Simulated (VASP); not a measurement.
Input of a VASP 6.6.1 run:

File INCAR:

```
PREC = Accurate
ENCUT = 520
EDIFF = 1E-6
ISMEAR = -1
SIGMA = 0.05
LREAL = Auto
LASPH = True
NELM = 120
ALGO = Normal
ISIF = 2
LWAVE = False
LCHARG = False
GGA = PS
ISYM = 0
NBANDS = 294
GGA_COMPAT = False
```

KPOINTS

```
Automatic mesh
0
Gamma
  1 1 1
  0.25 0.25 0.25
```

File POSCAR:

```
Sr32NO31
1.0
   10.2454930000      0.0000000000      0.0000000000
    0.0000000000     10.2454930000      0.0000000000
    0.0000000000      0.0000000000     10.2454930000
O N Sr
31 1 32
Direct
    0.2498970000      0.0004790000      0.9995190000
    0.2501280000      0.0004320000      0.4993640000
    0.2499010000      0.5006450000      0.9994920000
    0.7499100000      0.0005800000      0.9996080000
    0.7500010000      0.0005840000      0.4996400000
    0.7498880000      0.5006200000      0.9996630000
    0.7499660000      0.5006590000      0.4996170000
    0.9997420000      0.2505270000      0.9995140000
    0.9988740000      0.2495910000      0.4995190000
    0.9998720000      0.7507820000      0.9995330000
    0.9991500000      0.7515370000      0.4996560000
    0.4999120000      0.2503120000      0.9995940000
    0.5008530000      0.2492680000      0.4994090000
    0.5001500000      0.7504500000      0.9993970000
    0.5011600000      0.7511830000      0.4994290000
    0.0000660000      0.0006270000      0.2497450000
    0.0000170000      0.0005960000      0.7495370000
    0.9989990000      0.5006030000      0.2484380000
    0.9989880000      0.5005030000      0.7505350000
    0.5001920000      0.0003430000      0.2495410000
    0.5000050000      0.0004710000      0.7495730000
    0.5009820000      0.5003940000      0.2486880000
    0.5009330000      0.5003340000      0.7505820000
    0.2499390000      0.2494660000      0.2483520000
    0.2499890000      0.2495300000      0.7503860000
    0.2501170000      0.7514430000      0.2483310000
    0.2500570000      0.7514730000      0.7504070000
    0.7500720000      0.2505740000      0.2495690000
    0.7499370000      0.2505150000      0.7494930000
    0.7501710000      0.7507420000      0.2495950000
    0.7500120000      0.7506380000      0.7496300000
    0.2498370000      0.5005030000      0.4994960000
    0.9996440000      0.0005840000      0.9996000000
    0.9989320000      0.0006100000      0.4996340000
    0.9988820000      0.5004570000      0.9995580000
    0.9969440000      0.5004080000      0.4994240000
    0.5001540000      0.0004900000      0.9995960000
    0.5009230000      0.0005010000      0.4997370000
    0.5008340000      0.5006070000      0.9994290000
    0.5028410000      0.5006210000      0.4994710000
    0.2498350000      0.2497770000      0.9995390000
    0.2501150000      0.2474030000      0.4994780000
    0.2497380000      0.7512910000      0.9995520000
    0.2498630000      0.7536700000      0.4995390000
    0.7499450000      0.2503240000      0.9995800000
    0.7498890000      0.2497750000      0.4995590000
    0.7500180000      0.7508520000      0.9995190000
    0.7500140000      0.7514000000      0.4996540000
    0.2498540000      0.0004980000      0.2485660000
    0.2499890000      0.0005110000      0.7506420000
    0.2499770000      0.5005840000      0.2465120000
    0.2499010000      0.5006240000      0.7525290000
    0.7498940000      0.0005290000      0.2492580000
    0.7500030000      0.0005890000      0.7498790000
    0.7498290000      0.5005900000      0.2487470000
    0.7499200000      0.5005150000      0.7502830000
    0.0001890000      0.2507870000      0.2498790000
    0.0002700000      0.2507800000      0.7492210000
    0.0001340000      0.7503120000      0.2497760000
    0.0003220000      0.7503040000      0.7492700000
    0.4996250000      0.2507260000      0.2496590000
    0.4996860000      0.2507670000      0.7493410000
    0.4996820000      0.7504130000      0.2498260000
    0.4996960000      0.7502920000      0.7493660000
```

Potentials or basis: VASP PAW PBE potentials, release 64 (O, N, Sr_sv).

Launch:

```console
$ cat potpaw_PBE.64/O/POTCAR potpaw_PBE.64/N/POTCAR potpaw_PBE.64/Sr_sv/POTCAR > POTCAR
$ mpirun -np 1 vasp_std > vasp.out
```

Problem. Predict the largest force.

Solution. 0.019 eV/Å.

Problem. Predict the band gap on the k mesh.

Solution. Zero (an odd number of electrons rules out a gap without spin polarisation).

Forces in eV/Å, atoms in the order of the input:
```
O   -0.001  0.002  0.000
O   -0.006  0.004  0.009
O   -0.001 -0.005 -0.001
O    0.003  0.001 -0.001
O    0.000 -0.001  0.001
O    0.001 -0.004 -0.006
O   -0.001 -0.005 -0.002
O    0.007  0.000  0.000
O    0.009  0.004  0.002
O    0.004 -0.007 -0.002
O    0.002 -0.008 -0.004
O    0.000  0.005 -0.003
O   -0.002  0.015  0.008
O   -0.009  0.004  0.004
O   -0.015  0.006  0.010
O   -0.006 -0.005 -0.011
O   -0.001 -0.001  0.006
O    0.006 -0.004  0.012
O    0.002  0.001 -0.005
O   -0.010  0.004 -0.002
O    0.000 -0.002  0.006
O   -0.009  0.002 -0.001
O   -0.004  0.006 -0.006
O    0.001  0.008  0.012
O   -0.002  0.005  0.000
O   -0.008 -0.004  0.015
O   -0.002 -0.003  0.001
O   -0.005  0.001 -0.004
O    0.001  0.002  0.004
O   -0.006 -0.006 -0.004
O    0.001 -0.002 -0.002
N    0.004  0.000  0.000
Sr  -0.002  0.003 -0.001
Sr   0.011 -0.002 -0.005
Sr   0.005  0.005 -0.001
Sr   0.004  0.009  0.005
Sr   0.005  0.000 -0.003
Sr  -0.002 -0.003 -0.013
Sr   0.000 -0.003  0.009
Sr   0.002 -0.007  0.003
Sr   0.003 -0.004 -0.004
Sr  -0.007  0.003  0.000
Sr   0.013  0.003  0.000
Sr   0.006 -0.009 -0.005
Sr  -0.003 -0.001 -0.002
Sr  -0.003 -0.008 -0.005
Sr  -0.004  0.000  0.001
Sr   0.000  0.002 -0.004
Sr   0.008  0.000  0.009
Sr  -0.001  0.003 -0.015
Sr  -0.001 -0.001  0.002
Sr   0.001 -0.007 -0.007
Sr   0.004  0.004  0.006
Sr  -0.002  0.001 -0.001
Sr   0.004  0.001 -0.003
Sr   0.002  0.005  0.008
Sr  -0.002  0.001 -0.004
Sr  -0.004  0.001  0.001
Sr   0.003  0.003  0.003
Sr  -0.009  0.000 -0.001
Sr   0.007 -0.002  0.006
Sr   0.001 -0.001 -0.003
Sr   0.006 -0.005 -0.005
Sr   0.005 -0.002 -0.005
```

Caveat: the PAW data sets were made with another functional, which shifts forces and pressure a little; an odd number of electrons without spin polarisation forces a metal; a magnetic or distorted state may lie lower.
